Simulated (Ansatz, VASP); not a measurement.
One calculation of Sr, two programs

```
CELL_PARAMETERS angstrom
-2.38013 2.38013 2.38013
2.38013 -2.38013 2.38013
2.38013 2.38013 -2.38013
ATOMIC_POSITIONS crystal
Sr 0.00000 0.00000 0.00000
```

Alike in both runs: task single point; functional r2SCAN; k mesh 12 × 12 × 12; occupations gaussian, width 0.1 eV; no spin polarisation.

```csv
,VASP,Ansatz
version,VASP 6.6.1,Ansatz 0.2.0
potentials or method,"VASP PAW PBE potentials, release 64 (Sr_sv), cutoff 520 eV","scalar-relativistic, plane waves, PAW"
valence electrons in the cell,10,10
```

|  | VASP | Ansatz | Ansatz less VASP |
| --- | --- | --- | --- |
| gap on the k mesh at the Fermi level (eV) | none | none | - |
| pressure (GPa) | 0.4 | 0.3 | -0.01 |

VASP's potentials were made for PBE, not for r2SCAN. A gap of «none» marks a metal or a gap that the smearing closes. With one functional, cell and mesh, what is left measures potentials, basis and numerics.
